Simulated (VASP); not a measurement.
# Te (C2/m) in VASP: single point with PBE

Aim: the single point of Te with PBE.

Everything below comes from runs of VASP 6.6.1. Logs are shortened: lines on timing, memory, paths and dates and some standing lists are left out, and cuts for length are marked.

## Step 1: The cell of the first run

It takes space group C2/m (No. 12, monoclinic). Conventional cell: a = 7.641 Å, b = 4.296 Å, c = 5.977 Å, α = 90.00°, β = 90.90°, γ = 90.00°. Within 4.1 Å of Te (site symmetry 2/m) lie 6 Te at 3.09 to 3.31 Å. Within 4.0 Å of Te (site symmetry m) lie 6 Te at 3.03 to 3.47 Å.

## Step 2: Single point, PBE

The input, INCAR:

```
PREC     = Accurate       # precision mode
ENCUT    = 500            # plane-wave cutoff, eV
EDIFF    = 1E-6           # SCF threshold, eV
ISMEAR   = 0              # smearing method
SIGMA    = 0.01           # smearing width, eV
LREAL    = False          # projectors in reciprocal space
LASPH    = True           # aspherical terms in the spheres
NELM     = 120            # most SCF steps
ALGO     = Normal         # electronic algorithm
ISIF     = 2              # what is computed and relaxed
LWAVE    = False          # write WAVECAR
LCHARG   = False          # write CHGCAR
GGA      = PE             # functional
NBANDS   = 16             # bands
GGA_COMPAT= False
```

The input, KPOINTS:

```
regular mesh
0
Gamma
  3 3 2
```

The input, POSCAR:

```
Te
1.0
    3.8202894285     -2.1482026000      0.0000000000
    3.8202894285      2.1482026000      0.0000000000
   -0.0942908673      0.0000000000      5.9760906531
Te
3
Direct
    0.0000000000      0.0000000000      0.0000000000
    0.3094466100      0.3094466100      0.3388094900
    0.6905533900      0.6905533900      0.6611905100
```

Potentials or basis: VASP PAW PBE potentials, release 64 (Te).

On the command line:

```console
$ cat potpaw_PBE.64/Te/POTCAR > POTCAR
$ mpirun -np 1 vasp_std > vasp.out
```

OUTCAR:

```text
PREC = Accurate
   ENCUT = 500
   EDIFF = 1E-6
   ISMEAR = 0
   LREAL = False
   LASPH = True
   NELM = 120
   ISIF = 2
   GGA = PE

 ion  position               nearest neighbor table
   1  0.000  0.000  0.000-   2 3.09   3 3.09   3 3.31   3 3.31   2 3.31   2 3.31
   2  0.309  0.309  0.339-   3 3.03   3 3.03   1 3.09   1 3.31   1 3.31   3 3.47
   3  0.691  0.691  0.661-   2 3.03   2 3.03   1 3.09   1 3.31   1 3.31   2 3.47

  LATTYP: Found a base centered monoclinic cell.
 ALAT       =     7.6405788570
 B/A-ratio  =     0.5623140969
 C/A-ratio  =     0.7822489081
 COS(beta)  =    -0.0157760547

  Lattice vectors:

 A1 = (   3.8202894285,  -2.1482026000,   0.0000000000)
 A2 = (   3.8202894285,   2.1482026000,   0.0000000000)
 A3 = (  -0.0942908673,   0.0000000000,   5.9760906531)

Analysis of symmetry for initial positions (statically):
=====================================================================
 Subroutine PRICEL returns:
 Original cell was already a primitive cell.

 Routine SETGRP: Setting up the symmetry group for a
 base centered monoclinic supercell.

 Subroutine GETGRP returns: Found  4 space group operations
 (whereof  4 operations were pure point group operations)
 out of a pool of  4 trial point group operations.

The static configuration has the point symmetry C_2h.

Analysis of symmetry for dynamics (positions and initial velocities):
=====================================================================
 Subroutine PRICEL returns:
 Original cell was already a primitive cell.

 Routine SETGRP: Setting up the symmetry group for a
 base centered monoclinic supercell.

 Subroutine GETGRP returns: Found  4 space group operations
 (whereof  4 operations were pure point group operations)
 out of a pool of  4 trial point group operations.

The dynamic configuration has the point symmetry C_2h.

 Subroutine INISYM returns: Found  4 space group operations
 (whereof  4 operations are pure point group operations),
 and found     1 'primitive' translations

----------------------------------------------------------------------------------------

                                     Primitive cell

  volume of cell :      98.0886

  direct lattice vectors                    reciprocal lattice vectors
     3.820289429 -2.148202600  0.000000000     0.130880136 -0.232752721  0.002065029
     3.820289429  2.148202600  0.000000000     0.130880136  0.232752721  0.002065029
    -0.094290867  0.000000000  5.976090653     0.000000000  0.000000000  0.167333472

  length of vectors
     4.382851324  4.382851324  5.976834468     0.267035023  0.267035023  0.167333472

  position of ions in fractional coordinates (direct lattice)
     0.000000000  0.000000000  0.000000000
     0.309446610  0.309446610  0.338809490
     0.690553390  0.690553390  0.661190510

  ion indices of the primitive-cell ions
   primitive index   ion index
                 1           1
                 2           2
                 3           3

----------------------------------------------------------------------------------------

 KPOINTS: regular mesh

Automatic generation of k-mesh.
 Grid dimensions read from file:
 generate k-points for:    3    3    2

 Generating k-lattice:

  Cartesian coordinates                     Fractional coordinates (reciprocal lattice)
     0.043626712 -0.077584240  0.000688343     0.333333333  0.000000000 -0.000000000
     0.043626712  0.077584240  0.000688343     0.000000000  0.333333333 -0.000000000
     0.000000000  0.000000000  0.083666736     0.000000000  0.000000000  0.500000000

  Length of vectors
     0.089011674  0.089011674  0.083666736

  Shift w.r.t. Gamma in fractional coordinates (k-lattice)
     0.000000000  0.000000000  0.000000000

 Subroutine IBZKPT returns following result:
 ===========================================

 Found      8 irreducible k-points:

 Following reciprocal coordinates:
            Coordinates               Weight
  0.000000  0.000000  0.000000      1.000000
  0.333333 -0.000000 -0.000000      4.000000
  0.333333  0.333333  0.000000      2.000000
 -0.333333  0.333333  0.000000      2.000000
  0.000000  0.000000  0.500000      1.000000
  0.333333 -0.000000  0.500000      4.000000
  0.333333  0.333333  0.500000      2.000000
 -0.333333  0.333333  0.500000      2.000000
   k-points           NKPTS =      8   k-points in BZ     NKDIM =      8   number of bands    NBANDS=     16
   number of dos      NEDOS =    301   number of ions     NIONS =      3
   total plane-waves  NPLWV =  49152
   dimension x,y,z NGX =    32 NGY =   32 NGZ =   48
   dimension x,y,z NGXF=    64 NGYF=   64 NGZF=   96
   ions per type =               3
   NGX,Y,Z   is equivalent  to a cutoff of  12.14, 12.14, 13.35 a.u.
   NGXF,Y,Z  is equivalent  to a cutoff of  24.28, 24.28, 26.70 a.u.
 SYSTEM =  unknown system
   PREC   = accura    normal or accurate (medium, high low for compatibility)
   ISTART =      0    job   : 0-new  1-cont  2-samecut
   ICHARG =      2    charge: 1-file 2-atom 10-const
   ISPIN  =      1    spin polarized calculation?
   LNONCOLLINEAR =      F non collinear calculations
   LSORBIT =      F    spin-orbit coupling
   LASPH  =      T    aspherical Exc in radial PAW
   ENCUT  =  500.0 eV  36.75 Ry    6.06 a.u.   7.99  7.99 10.90*2*pi/ulx,y,z
   NELM   =    120;   NELMIN=  2; NELMDL= -5     # of ELM steps
   EDIFF  = 0.1E-05   stopping-criterion for ELM
   LREAL  =      F    real-space projection
   EDIFFG = 0.1E-04   stopping-criterion for IOM
   NSW    =      0    number of steps for IOM
   IBRION =     -1    ionic relax: 0-MD 1-quasi-New 2-CG
   NFREE  =      0    steps in history (QN), initial steepest desc. (CG)
   ISIF   =      2    stress and relaxation
   ISYM   =      2    0-nonsym 1-usesym 2-fastsym
   POTIM  = 0.5000    time-step for ionic-motion
   TEBEG  =    0.0;   TEEND  =   0.0 temperature during run
   PSTRESS=    0.0 pullay stress
   NELECT =      18.0000    total number of electrons
   NUPDOWN=      -1.0000    fix difference up-down
   EMIN   =  10.00;   EMAX   =-10.00  energy-range for DOS
   EFERMI =   0.00;   METHOD = LEGACY
   ISMEAR =     0;   SIGMA  =   0.01  broadening in eV -4-tet -1-fermi 0-gaus
   EFERMI_NEDOS =   21; number of points for ismear=-14 and -15
   IALGO  =     38    algorithm
   IMIX   =      4    mixing-type and parameters
     AMIX     =   0.40;   BMIX     =  1.00
     AMIX_MAG =   1.60;   BMIX_MAG =  1.00
  volume/ion in A,a.u.               =      32.70       220.64
  Fermi-wavevector in a.u.,A,eV,Ry     =   0.930307  1.758025 11.775440  0.865470
  Thomas-Fermi vector in A             =   2.056681
   LORBIT       =      0    0 simple, 1 ext, 2 COOP (PROOUT), +10 PAW based schemes
   GGA     = PE    functional components
   LHFCALC =     F    Hartree Fock is set to
   AEXX    =    0.0000 exact exchange contribution
   IVDW    =     0    specifies the selected vdW correction
   LEPSILON=     F    determine dielectric tensor
   LRPA    =     F    only Hartree local field effects (RPA)
 non-spin polarized calculation
 Gauss-broadening in eV      SIGMA  =   0.01
  energy-cutoff  :      500.00
  volume of cell :       98.09
 maximum number of plane-waves:      2509
   NGX = 15   NGY = 15   NGZ = 21

 number of electron      17.9999999 magnetization

 Free energy of the ion-electron system (eV)
  ---------------------------------------------------
  ext. energy  EPLUGINS =         0.00000000
  ---------------------------------------------------
  free energy    TOTEN  =        -8.95696956 eV

  energy without entropy =       -8.95696956  energy(sigma->0) =       -8.95696956

 E-fermi :   6.3952     XC(G=0):  -9.2704

 val. band max:        6.3459693878   @ k =   0.0000   0.0000   0.5000
 cond. band min:       6.6521186450   @ k =   0.0000   0.0000   0.5000
 fundamental gap:      0.3061492571
 Fermi energy:         6.3951768107

 k-point     1 :       0.0000    0.0000    0.0000
  band No.  band energies     occupation
      1      -7.2065      2.00000
      2      -4.0076      2.00000
      3      -3.8800      2.00000
      4       3.7137      2.00000
      5       3.7813      2.00000
      6       4.2429      2.00000
      7       4.4701      2.00000
      8       4.7964      2.00000
      9       5.0311      2.00000
     10       7.4298      0.00000
     11       7.4616      0.00000
     12       8.0270      0.00000
     13      11.2065      0.00000
     14      11.6258      0.00000
     15      12.5676      0.00000
     16      12.5750      0.00000

 k-point     2 :       0.3333   -0.0000   -0.0000
  band No.  band energies     occupation
      1      -6.3177      2.00000
      2      -4.4226      2.00000
      3      -3.7350      2.00000
      4       1.5241      2.00000
      5       2.0926      2.00000
      6       2.6872      2.00000
      7       3.9380      2.00000
      8       5.7288      2.00000
      9       5.8877      2.00000
     10       6.7897      0.00000
     11       7.0650      0.00000
     12       9.0561      0.00000
     13       9.3164      0.00000
     14      12.5848      0.00000
     15      13.5213      0.00000
     16      14.5748      0.00000

 k-point     3 :       0.3333    0.3333    0.0000
  band No.  band energies     occupation
      1      -6.4094      2.00000
      2      -4.3588      2.00000
      3      -3.7558      2.00000
      4       1.4548      2.00000
      5       2.1940      2.00000
      6       2.7135      2.00000
      7       3.8804      2.00000
      8       5.9486      2.00000
      9       6.2291      2.00000
     10       6.7617      0.00000
     11       6.9573      0.00000
     12       9.0738      0.00000
     13       9.3458      0.00000
     14      12.6088      0.00000
     15      13.6385      0.00000
     16      15.0183      0.00000

 k-point     4 :      -0.3333    0.3333    0.0000
  band No.  band energies     occupation
      1      -5.2647      2.00000
      2      -4.8744      2.00000
      3      -4.2956      2.00000
      4       2.1728      2.00000
      5       2.3568      2.00000
      6       2.8246      2.00000
      7       2.8253      2.00000
      8       3.2376      2.00000
      9       3.4193      2.00000
     10       9.3456      0.00000
     11       9.3539      0.00000
     12       9.5648      0.00000
     13      11.6739      0.00000
     14      11.8646      0.00000
     15      11.9891      0.00000
     16      15.1585      0.00000

 k-point     5 :       0.0000    0.0000    0.5000
  band No.  band energies     occupation
      1      -6.5073      2.00000
      2      -6.1376      2.00000
      3      -1.8773      2.00000
      4       2.6989      2.00000
      5       3.7788      2.00000
      6       3.8293      2.00000
      7       5.2493      2.00000
      8       5.6611      2.00000
      9       6.1357      2.00000
     10       6.3455      2.00000
     11       6.3460      2.00000
     12       6.6521      0.00000
     13      10.2525      0.00000
     14      11.4047      0.00000
     15      11.5212      0.00000
     16      13.6274      0.00000

 k-point     6 :       0.3333   -0.0000    0.5000
  band No.  band energies     occupation
      1      -5.7758      2.00000
      2      -5.4570      2.00000
      3      -3.3299      2.00000
      4       1.2962      2.00000
      5       2.8106      2.00000
      6       3.2795      2.00000
      7       3.9274      2.00000
      8       4.0859      2.00000
      9       5.0656      2.00000
     10       8.1314      0.00000
     11       8.1586      0.00000
     12       8.7871      0.00000
     13      10.4599      0.00000
     14      12.0416      0.00000
     15      13.0799      0.00000
     16      13.8210      0.00000

 k-point     7 :       0.3333    0.3333    0.5000
  band No.  band energies     occupation
      1      -5.9560      2.00000
      2      -5.3579      2.00000
      3      -3.2980      2.00000
      4       1.2487      2.00000
      5       3.0765      2.00000
      6       3.3197      2.00000
      7       3.7961      2.00000
      8       4.1395      2.00000
      9       5.1313      2.00000
     10       8.1771      0.00000
     11       8.4054      0.00000
     12       8.6512      0.00000
     13      10.4781      0.00000
     14      11.9417      0.00000
     15      13.2373      0.00000
     16      13.8735      0.00000

 k-point     8 :      -0.3333    0.3333    0.5000
  band No.  band energies     occupation
      1      -5.2359      2.00000
      2      -4.5711      2.00000
      3      -4.5174      2.00000
      4       1.0177      2.00000
      5       1.1785      2.00000
      6       1.3090      2.00000
      7       6.0231      2.00000
      8       6.2912      2.00000
      9       6.6648      0.00000
     10       6.6654      0.00000
     11       6.8139      0.00000
     12       7.2957      0.00000
     13      12.5538      0.00000
     14      12.7401      0.00000
     15      12.8060      0.00000
     16      13.7389      0.00000

------------------------ aborting loop because EDIFF is reached ----------------------------------------

  FORCE on cell =-STRESS in cart. coord.  units (eV):
  Direction    XX          YY          ZZ          XY          YZ          ZX
  --------------------------------------------------------------------------------------
  -------------------------------------------------------------------------------------
  Total        1.2345540      2.5143157     -1.1647082      0.0000000      0.0000000     -0.5655115
  in kB       20.1651746     41.0687716    -19.0243151      0.0000000      0.0000000     -9.2370517
  external PRESSURE =      14.0698770 kB  Pullay stress =       0.0000000 kB

 VOLUME and BASIS-vectors are now :
 -----------------------------------------------------------------------------
  energy-cutoff  :      500.00
  volume of cell :       98.09
      direct lattice vectors                 reciprocal lattice vectors
     3.820289429 -2.148202600  0.000000000     0.130880136 -0.232752721  0.002065029
     3.820289429  2.148202600  0.000000000     0.130880136  0.232752721  0.002065029
    -0.094290867  0.000000000  5.976090653     0.000000000  0.000000000  0.167333472

 POSITION                                       TOTAL-FORCE (eV/Angst)
 -----------------------------------------------------------------------------------
      0.00000      0.00000      0.00000         0.000000      0.000000      0.000000
      2.33240      0.00000      2.02476        -0.282983     -0.000000      0.199869
      5.21388      0.00000      3.95133         0.282983     -0.000000     -0.199869
 -----------------------------------------------------------------------------------
    total drift:                                0.000000     -0.000000     -0.000000

  FREE ENERGIE OF THE ION-ELECTRON SYSTEM (eV)
  ---------------------------------------------------
  free  energy   TOTEN  =        -8.9569695551 eV

  energy  without entropy=       -8.9569695551  energy(sigma->0) =       -8.95696956
```

It took 9 s on 1 thread of Intel Xeon 6975P-C (Granite Rapids), shared host; peak memory 0.2 GiB.

What came out:

- Free energy: -8.9570 eV
- Pressure: 1.4 GPa
- Largest force: 0.346 eV/Å
- Band gap on the k mesh: zero (bands 9 and 10 overlap by 0.32 eV)

Forces on the atoms (eV/Å):
```
Te   0.000  0.000  0.000
Te  -0.283  0.000  0.200
Te   0.283  0.000 -0.200
```

Caveat: the k points lie up to 0.56 Å⁻¹ apart; spin-orbit coupling is left out, which moves the levels of the heavy elements.

The gap in the log of VASP goes by the Fermi energy; the results here count the filled bands.